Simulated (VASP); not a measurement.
Write the native input for VASP 6.6.1 that does the following.

```yaml
Task: relaxation of cell and atoms
Functional: PBE
Potentials_or_basis: VASP PAW PBE potentials, release 64 (Ti_sv, In_d, C)
Cutoff: 600 eV
k_mesh: 4 × 4 × 4
Occupations: gaussian, width 0.1 eV
Spin: no spin polarisation
Dipole_correction: no
Further_INCAR_settings: ALGO = Normal; EDIFF = 1e-07; IBRION = 2; EDIFFG = -0.04; NSW = 90; ISIF = 3
```

The structure of Ti2InC6 lies in POSCAR:

```
Ti2InC6
1.0
    0.0000000000      3.9088860500      3.9088860500
    3.9088860500      0.0000000000      3.9088860500
    3.9088860500      3.9088860500      0.0000000000
Ti In C
2 1 6
Direct
    0.2500000000      0.2500000000      0.2500000000
    0.7500000000      0.7500000000      0.7500000000
    0.0000000000      0.0000000000      0.0000000000
    0.7638577800      0.2361422200      0.2361422200
    0.2361422200      0.7638577800      0.7638577800
    0.2361422200      0.7638577800      0.2361422200
    0.7638577800      0.2361422200      0.7638577800
    0.2361422200      0.2361422200      0.7638577800
    0.7638577800      0.7638577800      0.2361422200
```

The input as run:

INCAR

```
SYSTEM = Ti2InC6
PREC = Accurate ; ENCUT = 600
EDIFF = 1E-7 ; ISMEAR = 0
SIGMA = 0.1 ; LREAL = .FALSE.
LASPH = .TRUE. ; NELM = 60
ALGO = Normal ; ISIF = 3
LWAVE = .FALSE. ; LCHARG = .FALSE.
GGA = PE ; IBRION = 2
NSW = 90 ; EDIFFG = -0.04
```

KPOINTS

```
Automatic mesh
0
G
  4 4 4
  0 0 0
```

Potentials or basis: VASP PAW PBE potentials, release 64 (Ti_sv, In_d, C).

Launch:

```sh
$ cat potpaw_PBE.64/Ti_sv/POTCAR potpaw_PBE.64/In_d/POTCAR potpaw_PBE.64/C/POTCAR > POTCAR
$ mpirun -np 1 vasp_std > vasp.out
```

It gave:

```json
{
 "Relaxed volume": "9.63 Å³/atom",
 "Relaxed cell": "a = 4.967 Å, b = 4.967 Å, c = 4.967 Å, α = 60.00°, β = 60.00°, γ = 60.00°",
 "Space group after relaxing (to 0.05 Å)": "Fm-3m (No. 225)",
 "Energy gained by relaxing": "1852.2 meV/atom",
 "Ionic steps": "21",
 "Pressure after relaxing": "-0.2 GPa",
 "Largest force after relaxing": "0.017 eV/Å"
}
```

Caveat: the volume moved by over 15 % at a fixed basis, so the end points are rough.

Wall time 20 min on 1 thread of Intel(R) Xeon(R) Platinum 8488C (Sapphire Rapids), on a shared host, peak memory 0.38 GiB.
